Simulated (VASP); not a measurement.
Wanted: the native input for a VASP 6.6.1 run.

```yaml
Task: single point
Functional: HSE06
Potentials_or_basis: VASP PAW PBE potentials, release 64 (Sb)
Cutoff: 520 eV
k_mesh: 4 × 4 × 4
Occupations: fermi-dirac, width 0.05 eV
Spin: no spin polarisation
Dipole_correction: no
Grid_for_exact_exchange_PRECFOCK: Normal
Further_INCAR_settings: ALGO = Normal; EDIFF = 1e-06; NBANDS = 8
Screening_parameter: 0.2079 1/Å
```

Crystal: Sb.

```
Sb
1.0
     3.16000    0.00000    0.00000
     0.00000    3.16000    0.00000
     0.00000    0.00000    3.16000
Sb
1
Direct
  0.00000 0.00000 0.00000
```

The input as run:

POSCAR

```
Sb
1.0
    3.1600000000      0.0000000000      0.0000000000
    0.0000000000      3.1600000000      0.0000000000
    0.0000000000      0.0000000000      3.1600000000
Sb
1
Direct
    0.0000000000      0.0000000000      0.0000000000
```

INCAR.step1

```
SYSTEM = Sb
ALGO     = Normal         ! electronic algorithm
EDIFF    = 1E-5           ! SCF threshold, eV
ENCUT    = 520            ! plane-wave cutoff, eV
GGA      = PE             ! functional
ISIF     = 2              ! what is computed and relaxed
ISMEAR   = -1             ! smearing method
LASPH    = .True.         ! aspherical terms in the spheres
LCHARG   = .False.        ! write CHGCAR
LREAL    = .False.        ! projectors in reciprocal space
LWAVE    = .True.         ! write WAVECAR
NBANDS   = 8              ! bands
NELM     = 60             ! most SCF steps
PREC     = Accurate       ! precision mode
SIGMA    = 0.05           ! smearing width, eV
```

INCAR.step2

```
SYSTEM = Sb
ALGO     = Normal         ! electronic algorithm
EDIFF    = 1E-6           ! SCF threshold, eV
ENCUT    = 520            ! plane-wave cutoff, eV
GGA      = PE             ! functional
HFSCREEN = 0.2079         ! screening, 1/A
ISIF     = 2              ! what is computed and relaxed
ISMEAR   = -1             ! smearing method
ISTART   = 1            
LASPH    = .True.         ! aspherical terms in the spheres
LCHARG   = .False.        ! write CHGCAR
LHFCALC  = .True.         ! exact exchange
LREAL    = .False.        ! projectors in reciprocal space
LWAVE    = .False.        ! write WAVECAR
NBANDS   = 8              ! bands
NELM     = 60             ! most SCF steps
PREC     = Accurate       ! precision mode
PRECFOCK = Normal       
SIGMA    = 0.05           ! smearing width, eV
```

KPOINTS

```
k-points
0
Gamma
  4 4 4
  0 0 0
```

Potentials or basis: VASP PAW PBE potentials, release 64 (Sb).

Launch:

```bash
$ cat potpaw_PBE.64/Sb/POTCAR > POTCAR
$ cp INCAR.step1 INCAR
$ mpirun -np 1 vasp_std > vasp.out
$ cp INCAR.step2 INCAR
$ mpirun -np 1 vasp_std > vasp.out
```

It gave:

The pressure is -6.3 GPa.

Caveat: the k points lie up to 0.50 Å⁻¹ apart; the PAW data sets were made with another functional, which shifts forces and pressure a little.

Wall time 46 s on 1 thread of Intel(R) Xeon(R) Platinum 8259CL CPU @ 2.50GHz (Skylake/Cascade Lake), with other jobs on the host, peak memory 0.23 GiB.
